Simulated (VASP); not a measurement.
Wanted: the native input for a VASP 6.6.1 run.

```
Task                   : single point
Functional             : r2SCAN
Potentials or basis    : VASP PAW PBE potentials, release 64 (Gd, N)
Cutoff                 : 520 eV
k mesh                 : 12 × 12 × 12
Occupations            : gaussian, width 0.05 eV
Spin                   : collinear spin, ferromagnetic start
Starting moments       : [7.0, 0.0] μB
Dipole correction      : no
Further INCAR settings : ALGO = Normal; EDIFF = 1e-07; NBANDS = 22
```

GdN:

```xyz
2
Lattice="0.0000 2.4866 2.4866 2.4866 0.0000 2.4866 2.4866 2.4866 0.0000" Properties=species:S:1:pos:R:3 pbc="T T T"
Gd    2.4866    2.4866    2.4866
N     0.0000    0.0000    0.0000
```

These files were run (other wordings do the same):

POSCAR

```
GdN
1.0
    0.0000000000      2.4865533676      2.4865533676
    2.4865533676      0.0000000000      2.4865533676
    2.4865533676      2.4865533676      0.0000000000
Gd N
1 1
Direct
    0.5000000000      0.5000000000      0.5000000000
    0.0000000000      0.0000000000      0.0000000000
```

INCAR.step1

```
SYSTEM = GdN
  ALGO = Normal
  EDIFF = 1E-4
  ENCUT = 520
  GGA = PE
  ISMEAR = 0
  ISPIN = 2
  LASPH = .True.
  LCHARG = .False.
  LMAXMIX = 6
  LREAL = .False.
  LWAVE = .True.
  MAGMOM = 7 0
  NBANDS = 22
  NELM = 150
  PREC = Accurate
  SIGMA = 0.05
```

INCAR.step2

```
SYSTEM = GdN
  ALGO = Normal
  EDIFF = 1E-7
  ENCUT = 520
  ISIF = 2
  ISMEAR = 0
  ISPIN = 2
  ISTART = 1
  LASPH = .True.
  LCHARG = .True.
  LELF = .True.
  LMAXMIX = 6
  LMIXTAU = .True.
  LORBIT = 11
  LREAL = .False.
  LVHAR = .True.
  LWAVE = .False.
  MAGMOM = 7 0
  METAGGA = R2SCAN
  NBANDS = 22
  NELM = 150
  PREC = Accurate
  SIGMA = 0.05
```

KPOINTS

```
k-points
0
Gamma
  12 12 12
  0 0 0
```

Potentials or basis: VASP PAW PBE potentials, release 64 (Gd, N).

Command:

```sh
$ cat potpaw_PBE.64/Gd/POTCAR potpaw_PBE.64/N/POTCAR > POTCAR
$ cp INCAR.step1 INCAR
$ mpirun -np 1 vasp_std > vasp.out
$ cp INCAR.step2 INCAR
$ mpirun -np 1 vasp_std > vasp.out
```

Results of the run:

```
Pressure                                              : 0.0 GPa
Band gap on the k mesh                                : zero (filled and empty bands overlap)
Net moment                                            : 7.00 μB per cell
Site moments                                          : Gd +6.79; N -0.12 μB
Valence electrons inside the program's atomic spheres : Gd 15.24; N 3.67
```

Caveat: the PAW data sets were made with another functional, which shifts forces and pressure a little; spin-orbit coupling is left out, which moves the levels of the heavy elements; a cell with one magnetic atom can't hold antiferromagnetic order, which such compounds often take; semilocal functionals describe open f shells poorly, which spoils levels, moments and volumes.

Run time: 5.4 min on 1 thread of Intel(R) Xeon(R) 6975P-C (Granite Rapids) (shared host), peak memory 0.26 GiB.
